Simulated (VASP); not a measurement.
# BP (I-4m2) in VASP: notebook

Runs on BP. Level: LDA. Tasks: single point.

All numbers are computed with VASP 6.6.1; they aren't measurements. Logs are shortened: lines on timing, memory, paths and dates and some standing lists are left out, and cuts for length are marked.

## (1) The cell of the first run

It takes space group I-4m2 (No. 119, tetragonal). Conventional cell: a = 3.144 Å, b = 3.144 Å, c = 4.512 Å, α = 90.00°, β = 90.00°, γ = 90.00°. B (site symmetry -4m2) has 4 P at 1.93 Å within 2.6 Å. P (site symmetry -4m2) has 4 B at 1.93 Å within 2.6 Å.

## (2) Single point, LDA (film at in-plane strain -0.01)

INCAR reads:

```
PREC     = Accurate       # precision mode
ENCUT    = 520            # plane-wave cutoff, eV
EDIFF    = 1E-6           # SCF threshold, eV
ISMEAR   = 0              # smearing method
SIGMA    = 0.01           # smearing width, eV
LREAL    = False          # projectors in reciprocal space
LASPH    = True           # aspherical terms in the spheres
NELM     = 60             # most SCF steps
ALGO     = Normal         # electronic algorithm
ISIF     = 2              # what is computed and relaxed
LWAVE    = False          # write WAVECAR
LCHARG   = True           # write CHGCAR
LELF     = True           # ELF
LVHAR    = True         
NBANDS   = 11             # bands
```

KPOINTS reads:

```
regular mesh
0
Gamma
  8 8 8
```

POSCAR reads:

```
BP
1.0
    2.2229285147      2.2229285147      0.0000000000
   -2.2229285147      2.2229285147      0.0000000000
    0.0000000000      2.2229285147      2.2558641128
B P
1 1
Direct
    0.0000000000      0.0000000000      0.0000000000
    0.7500000000      0.2500000000      0.5000000000
```

Potentials or basis: VASP PAW LDA potentials, release 64 (B, P).

Launch:

```sh
$ cat potpaw_LDA.64/B/POTCAR potpaw_LDA.64/P/POTCAR > POTCAR
$ mpirun -np 1 vasp_std > vasp.out
```

OUTCAR:

```text
PREC = Accurate
   ENCUT = 520
   EDIFF = 1E-6
   ISMEAR = 0
   LREAL = False
   LASPH = True
   NELM = 60
   ISIF = 2

 ion  position               nearest neighbor table
   1  0.000  0.000  0.000-   2 1.93   2 1.93   2 1.93   2 1.93
   2  0.750  0.250  0.500-   1 1.93   1 1.93   1 1.93   1 1.93

  LATTYP: Found a body centered tetragonal cell.
 ALAT       =     3.1436956537
 C/A-ratio  =     1.4351669890

  Lattice vectors:

 A1 = (   2.2229285147,   0.0000000000,  -2.2558641128)
 A2 = (  -2.2229285147,   0.0000000000,  -2.2558641128)
 A3 = (   0.0000000000,   2.2229285147,   2.2558641128)

Analysis of symmetry for initial positions (statically):
=====================================================================
 Subroutine PRICEL returns:
 Original cell was already a primitive cell.

 Routine SETGRP: Setting up the symmetry group for a
 body centered tetragonal supercell.

 Subroutine GETGRP returns: Found  8 space group operations
 (whereof  8 operations were pure point group operations)
 out of a pool of 16 trial point group operations.

The static configuration has the point symmetry D_2d.

Analysis of symmetry for dynamics (positions and initial velocities):
=====================================================================
 Subroutine PRICEL returns:
 Original cell was already a primitive cell.

 Routine SETGRP: Setting up the symmetry group for a
 body centered tetragonal supercell.

 Subroutine GETGRP returns: Found  8 space group operations
 (whereof  8 operations were pure point group operations)
 out of a pool of 16 trial point group operations.

The dynamic configuration has the point symmetry D_2d.

 Subroutine INISYM returns: Found  8 space group operations
 (whereof  8 operations are pure point group operations),
 and found     1 'primitive' translations

----------------------------------------------------------------------------------------

                                     Primitive cell

  volume of cell :      22.2943

  direct lattice vectors                    reciprocal lattice vectors
     2.222928515  2.222928515  0.000000000     0.224928511  0.224928511 -0.221644556
    -2.222928515  2.222928515  0.000000000    -0.224928511  0.224928511 -0.221644556
     0.000000000  2.222928515  2.255864113     0.000000000  0.000000000  0.443289112

  length of vectors
     3.143695654  3.143695654  3.167070267     0.387700889  0.387700889  0.443289112

  position of ions in fractional coordinates (direct lattice)
     0.000000000  0.000000000  0.000000000
     0.750000000  0.250000000  0.500000000

  ion indices of the primitive-cell ions
   primitive index   ion index
                 1           1
                 2           2

----------------------------------------------------------------------------------------

 KPOINTS: regular mesh

Automatic generation of k-mesh.
 Grid dimensions read from file:
 generate k-points for:    8    8    8

 Generating k-lattice:

  Cartesian coordinates                     Fractional coordinates (reciprocal lattice)
     0.028116064  0.028116064 -0.027705570     0.125000000  0.000000000  0.000000000
    -0.028116064  0.028116064 -0.027705570     0.000000000  0.125000000  0.000000000
     0.000000000  0.000000000  0.055411139     0.000000000  0.000000000  0.125000000

  Length of vectors
     0.048462611  0.048462611  0.055411139

  Shift w.r.t. Gamma in fractional coordinates (k-lattice)
     0.000000000  0.000000000  0.000000000

 Subroutine IBZKPT returns following result:
 ===========================================

 Found     59 irreducible k-points:

 Following reciprocal coordinates:
            Coordinates               Weight
  0.000000  0.000000  0.000000      1.000000
  0.125000  0.000000  0.000000      8.000000
  0.250000  0.000000  0.000000      8.000000
  0.375000  0.000000  0.000000      8.000000
  0.500000  0.000000  0.000000      4.000000
  0.125000  0.125000  0.000000      8.000000
[... 16 lines left out ...]
  0.250000  0.000000  0.125000      4.000000
  0.375000  0.000000  0.125000      8.000000
 [... further k-points ...]
   k-points           NKPTS =     59   k-points in BZ     NKDIM =     59   number of bands    NBANDS=     11
   number of dos      NEDOS =    301   number of ions     NIONS =      2
   total plane-waves  NPLWV =  13824
   dimension x,y,z NGX =    24 NGY =   24 NGZ =   24
   dimension x,y,z NGXF=    48 NGYF=   48 NGZF=   48
   ions per type =               1   1
   NGX,Y,Z   is equivalent  to a cutoff of  12.69, 12.69, 12.60 a.u.
   NGXF,Y,Z  is equivalent  to a cutoff of  25.38, 25.38, 25.20 a.u.
 SYSTEM =  unknown system
   PREC   = accura    normal or accurate (medium, high low for compatibility)
   ISTART =      0    job   : 0-new  1-cont  2-samecut
   ICHARG =      2    charge: 1-file 2-atom 10-const
   ISPIN  =      1    spin polarized calculation?
   LNONCOLLINEAR =      F non collinear calculations
   LSORBIT =      F    spin-orbit coupling
   LASPH  =      T    aspherical Exc in radial PAW
   ENCUT  =  520.0 eV  38.22 Ry    6.18 a.u.   5.85  5.85  5.89*2*pi/ulx,y,z
   NELM   =     60;   NELMIN=  2; NELMDL= -5     # of ELM steps
   EDIFF  = 0.1E-05   stopping-criterion for ELM
   LREAL  =      F    real-space projection
   EDIFFG = 0.1E-04   stopping-criterion for IOM
   NSW    =      0    number of steps for IOM
   IBRION =     -1    ionic relax: 0-MD 1-quasi-New 2-CG
   NFREE  =      0    steps in history (QN), initial steepest desc. (CG)
   ISIF   =      2    stress and relaxation
   ISYM   =      2    0-nonsym 1-usesym 2-fastsym
   POTIM  = 0.5000    time-step for ionic-motion
   TEBEG  =    0.0;   TEEND  =   0.0 temperature during run
   PSTRESS=    0.0 pullay stress
   NELECT =       8.0000    total number of electrons
   NUPDOWN=      -1.0000    fix difference up-down
   EMIN   =  10.00;   EMAX   =-10.00  energy-range for DOS
   EFERMI =   0.00;   METHOD = LEGACY
   ISMEAR =     0;   SIGMA  =   0.01  broadening in eV -4-tet -1-fermi 0-gaus
   EFERMI_NEDOS =   21; number of points for ismear=-14 and -15
   IALGO  =     38    algorithm
   IMIX   =      4    mixing-type and parameters
     AMIX     =   0.40;   BMIX     =  1.00
     AMIX_MAG =   1.60;   BMIX_MAG =  1.00
  volume/ion in A,a.u.               =      11.15        75.22
  Fermi-wavevector in a.u.,A,eV,Ry     =   1.163341  2.198395 18.413596  1.353361
  Thomas-Fermi vector in A             =   2.299891
   LORBIT       =      0    0 simple, 1 ext, 2 COOP (PROOUT), +10 PAW based schemes
   GGA     = CA    functional components
   LHFCALC =     F    Hartree Fock is set to
   AEXX    =    0.0000 exact exchange contribution
   IVDW    =     0    specifies the selected vdW correction
   LEPSILON=     F    determine dielectric tensor
   LRPA    =     F    only Hartree local field effects (RPA)
 non-spin polarized calculation
 Gauss-broadening in eV      SIGMA  =   0.01
  energy-cutoff  :      520.00
  volume of cell :       22.29
 maximum number of plane-waves:       612
   NGX = 11   NGY = 11   NGZ = 11

 number of electron       8.0000001 magnetization

 Free energy of the ion-electron system (eV)
  ---------------------------------------------------
  ext. energy  EPLUGINS =         0.00000000
  ---------------------------------------------------
  free energy    TOTEN  =       -14.39171398 eV

  energy without entropy =      -14.39171398  energy(sigma->0) =      -14.39171398

 E-fermi :   8.1542     XC(G=0): -11.2822

 val. band max:        8.0245864064   @ k =   0.0000   0.0000   0.0000
 cond. band min:       9.0800870872   @ k =  -0.3750   0.3750   0.0000
 fundamental gap:      1.0555006808
 Fermi energy:         8.1542474827

 k-point     1 :       0.0000    0.0000    0.0000
  band No.  band energies     occupation
      1      -7.8343      2.00000
      2       7.8754      2.00000
      3       8.0246      2.00000
      4       8.0246      2.00000
      5      11.4040      0.00000
      6      11.4040      0.00000
      7      11.4840      0.00000
      8      16.0643      0.00000
      9      19.5680      0.00000
     10      20.0874      0.00000
     11      20.4982      0.00000

 k-point     2 :       0.1250    0.0000    0.0000
  band No.  band energies     occupation
      1      -7.5426      2.00000
      2       6.0835      2.00000
      3       7.4755      2.00000
      4       7.5901      2.00000
      5      11.9644      0.00000
      6      12.0233      0.00000
      7      12.1164      0.00000
      8      16.7456      0.00000
      9      19.1488      0.00000
     10      19.4595      0.00000
     11      20.4346      0.00000

 k-point     3 :       0.2500    0.0000    0.0000
  band No.  band energies     occupation
      1      -6.6848      2.00000
      2       3.0117      2.00000
      3       6.7479      2.00000
      4       6.9008      2.00000
      5      12.1625      0.00000
      6      12.8093      0.00000
      7      12.8347      0.00000
      8      17.8852      0.00000
      9      18.9824      0.00000
     10      19.0861      0.00000
     11      21.2286      0.00000

 k-point     4 :       0.3750    0.0000    0.0000
  band No.  band energies     occupation
      1      -5.3597      2.00000
      2       0.1857      2.00000
      3       6.2444      2.00000
      4       6.4302      2.00000
      5      12.0546      0.00000
      6      12.7876      0.00000
      7      12.8864      0.00000
      8      18.1617      0.00000
      9      20.7339      0.00000
     10      20.8179      0.00000
     11      22.1078      0.00000
[... 239 lines left out ...]
 k-point    22 :       0.0000    0.0000    0.1250
  band No.  band energies     occupation
      1      -7.4527      2.00000
      2       6.7392      2.00000
      3       6.8057      2.00000
      4       6.8057      2.00000
      5      10.8332      0.00000
      6      13.0586      0.00000
      7      13.0586      0.00000
      8      15.9306      0.00000
      9      18.4476      0.00000
     10      20.7631      0.00000
     11      20.9072      0.00000

 k-point    23 :       0.2500    0.0000    0.1250
  band No.  band energies     occupation
      1      -7.0539      2.00000
      2       4.8803      2.00000
      3       5.5168      2.00000
      4       7.6117      2.00000
      5      12.1758      0.00000
      6      12.5142      0.00000
      7      13.2708      0.00000
      8      16.6670      0.00000
      9      17.9503      0.00000
     10      20.5937      0.00000
     11      21.6366      0.00000

 k-point    24 :       0.3750    0.0000    0.1250
  band No.  band energies     occupation
      1      -6.0212      2.00000
      2       2.1385      2.00000
      3       4.7111      2.00000
      4       6.9057      2.00000
      5      12.6568      0.00000
      6      13.0185      0.00000
      7      13.7154      0.00000
      8      17.0487      0.00000
      9      17.9824      0.00000
     10      21.4165      0.00000
     11      23.1687      0.00000

 [... further k-points ...]
[... 5 lines left out ...]
  --------------------------------------------------------------------------------------
  -------------------------------------------------------------------------------------
  Total        0.5611708      0.5611708     -0.0176086      0.0000000      0.0000000      0.0000000
  in kB       40.3284681     40.3284681     -1.2654367      0.0000000      0.0000000      0.0000000
  external PRESSURE =      26.4638331 kB  Pullay stress =       0.0000000 kB

 VOLUME and BASIS-vectors are now :
 -----------------------------------------------------------------------------
  energy-cutoff  :      520.00
  volume of cell :       22.29
      direct lattice vectors                 reciprocal lattice vectors
     2.222928515  2.222928515  0.000000000     0.224928511  0.224928511 -0.221644556
    -2.222928515  2.222928515  0.000000000    -0.224928511  0.224928511 -0.221644556
     0.000000000  2.222928515  2.255864113     0.000000000  0.000000000  0.443289112

 POSITION                                       TOTAL-FORCE (eV/Angst)
 -----------------------------------------------------------------------------------
      0.00000      0.00000      0.00000        -0.000000      0.000000      0.000000
      1.11146      3.33439      1.12793         0.000000     -0.000000      0.000000
 -----------------------------------------------------------------------------------
    total drift:                                0.000000      0.000000     -0.000000

  FREE ENERGIE OF THE ION-ELECTRON SYSTEM (eV)
  ---------------------------------------------------
  free  energy   TOTEN  =       -14.3917139779 eV

  energy  without entropy=      -14.3917139779  energy(sigma->0) =      -14.39171398
```

Wall time 8.4 s (1 thread of AMD EPYC 7R13 (Zen 3), shared host); peak memory 0.1 GiB.

Results:

```yaml
Free_energy: -14.3917 eV
Pressure: 2.6 GPa
Band_gap_on_the_k_mesh: 1.06 eV, indirect (least direct gap 3.38 eV)
```

Levels at points of the mesh, in eV from the valence-band top:
```
           k point  band 2  band 3  band 4  band 5  band 6  band 7
(0.00, 0.00, 0.00)   -0.15    0.00    0.00    3.38    3.38    3.46
(0.50, 0.00, 0.00)   -9.40   -1.95   -1.75    3.97    4.64    4.74
(0.50, 0.50, 0.00)   -8.73   -4.39   -4.36    1.11    1.39   12.21
(0.00, 0.00, 0.50)   -8.87   -4.22   -4.22    1.28    1.61   12.40
```

Caveat: the cell differs from its parent crystal (film at in-plane strain -0.01). A k mesh can miss the band edges.

## (3) Single point, LDA (in-plane strain -0.005, then relaxed in part)

INCAR reads:

```
ALGO = Normal
EDIFF = 1E-6
ENCUT = 520
GGA = CA
ISIF = 2
ISMEAR = 0
LASPH = T
LCHARG = F
LREAL = F
LWAVE = F
NBANDS = 11
NELM = 60
PREC = Accurate
SIGMA = 0.01
```

KPOINTS reads:

```
k-points
0
Gamma
  8 8 8
```

POSCAR reads:

```
BP
1.0
    2.2341554264      2.2341554264      0.0000000000
   -2.2341554264      2.2341554264      0.0000000000
    0.0000000000      2.2341554264      2.2505670747
B P
1 1
Direct
    0.0000000000      0.0000000000      0.0000000000
    0.7500000000      0.2500000000      0.5000000000
```

Potentials or basis: VASP PAW LDA potentials, release 64 (B, P).

Launch:

```sh
$ cat potpaw_LDA.64/B/POTCAR potpaw_LDA.64/P/POTCAR > POTCAR
$ mpirun -np 1 vasp_std > vasp.out
```

Run time: 7.9 s. Hardware: 1 thread of AMD EPYC 7R13 (Zen 3), shared host; peak memory 0.1 GiB.

Results (log left out):

```yaml
Free_energy: -14.3960 eV
Pressure: 1.2 GPa
Band_gap_on_the_k_mesh: 1.12 eV, indirect (least direct gap 3.40 eV)
```

Stress tensor (GPa, compression positive):
```
 1.92  0.00  0.00
 0.00  1.92  0.00
 0.00  0.00 -0.12
```

Levels at points of the mesh, in eV from the valence-band top:
| k point | band 1 | band 2 | band 3 | band 4 | band 5 | band 6 | band 7 | band 8 | band 9 |
| --- | --- | --- | --- | --- | --- | --- | --- | --- | --- |
| (0.00, 0.00, 0.00) | -15.76 | -0.07 | 0.00 | 0.00 | 3.40 | 3.40 | 3.44 | 7.95 | 11.51 |
| (0.50, 0.00, 0.00) | -12.28 | -9.32 | -1.87 | -1.77 | 3.98 | 4.66 | 4.72 | 10.04 | 14.76 |
| (0.50, 0.50, 0.00) | -10.70 | -8.69 | -4.30 | -4.29 | 1.18 | 1.46 | 12.26 | 12.42 | 15.45 |
| (0.00, 0.00, 0.50) | -10.78 | -8.76 | -4.22 | -4.22 | 1.26 | 1.57 | 12.35 | 12.35 | 15.37 |

Caveat: the cell differs from its parent crystal (in-plane strain -0.005, then relaxed in part). A k mesh can miss the band edges.

(Continued in part 2 of 2.)
